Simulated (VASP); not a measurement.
Here is a VASP 6.6.1 calculation.

Contents of POSCAR:

```
Al2Cu
1.0
    4.0267078573      0.0000000000      0.0000000000
    0.0000000000      4.0267078573      0.0000000000
    0.0000000000      0.0000000000      2.9368651557
Al Cu
2 1
Direct
    0.5000000000      0.0000000000      0.5000000000
    0.0000000000      0.5000000000      0.5000000000
    0.0000000000      0.0000000000      0.0000000000
```

INCAR.step1

```
SYSTEM = Al2Cu
PREC = Accurate
ENCUT = 520
ISMEAR = 0
SIGMA = 0.15
LREAL = .False.
LASPH = .True.
NELM = 60
NBANDS = 16
GGA = PE
ALGO = Normal
EDIFF = 1E-4
LWAVE = .True.
LCHARG = .False.
```

The input INCAR.step2:

```
SYSTEM = Al2Cu
PREC = Accurate
ENCUT = 520
EDIFF = 1E-7
ISMEAR = 0
SIGMA = 0.15
LREAL = .False.
LASPH = .True.
NELM = 60
ALGO = Normal
ISIF = 2
LWAVE = .False.
LCHARG = .True.
METAGGA = R2SCAN
LMIXTAU = .True.
LELF = .True.
LVHAR = .True.
NBANDS = 16
ISTART = 1
```

Contents of KPOINTS:

```
regular mesh
0
Gamma
  12 12 16
  0 0 0
```

Potentials or basis: VASP PAW PBE potentials, release 64 (Al, Cu).

Run with:

```sh
$ cat potpaw_PBE.64/Al/POTCAR potpaw_PBE.64/Cu/POTCAR > POTCAR
$ cp INCAR.step1 INCAR
$ mpirun -np 1 vasp_std > vasp.out
$ cp INCAR.step2 INCAR
$ mpirun -np 1 vasp_std > vasp.out
```

**Question.** What does it give for the band gap on the k mesh?

**Answer.** Zero (an odd number of electrons rules out a gap without spin polarisation).

**Question.** Predict the pressure.

**Answer.** 0.1 GPa.

Stress tensor (GPa, compression positive):
```
 1.67  0.00  0.00
 0.00  1.67  0.00
 0.00  0.00 -2.95
```

Caveat: the cell differs from its parent crystal (strain -0.015 along x and y, +0.030 along z); the PAW data sets were made with another functional, which shifts forces and pressure a little.
